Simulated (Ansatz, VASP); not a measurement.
# One calculation of ScBSbP3, two programs

```
CELL_PARAMETERS angstrom
4.94095 0.00000 0.00000
0.00000 4.94095 0.00000
0.00000 0.00000 5.42179
ATOMIC_POSITIONS crystal
Sc 0.00000 0.00000 0.50000
B 0.50000 0.50000 0.00000
Sb 0.00000 0.00000 0.00000
P 0.50000 0.00000 0.50000
P 0.00000 0.50000 0.50000
P 0.50000 0.50000 0.50000
```

Alike in both runs: functional PBE; k mesh 4 × 4 × 4; occupations gaussian, width 0.1 eV; no spin polarisation.

Ansatz relaxed the structure, and its values are those at the end. VASP's run is a single point on that final structure, the one shown.

|  | VASP | Ansatz |
| --- | --- | --- |
| version | VASP 6.6.1 | Ansatz 0.2.0 |
| potentials or method | VASP PAW PBE potentials, release 64 (Sc_sv, B, Sb, P), cutoff 520 eV | scalar-relativistic, plane waves, PAW |
| valence electrons in the cell | 34 | 44 |

```tsv
	VASP	Ansatz	Ansatz less VASP
gap on the k mesh at the Fermi level (eV)	none	none	-
pressure (GPa)	0.1	0.1	+0.02
```

A gap of «none» marks a metal or a gap that the smearing closes. With one functional, cell and mesh, what is left measures potentials, basis and numerics. VASP's potentials hold 34 valence electrons a cell and Ansatz's 44, so a difference there can come from the potentials and not from the codes.

Spin-orbit coupling is off throughout.
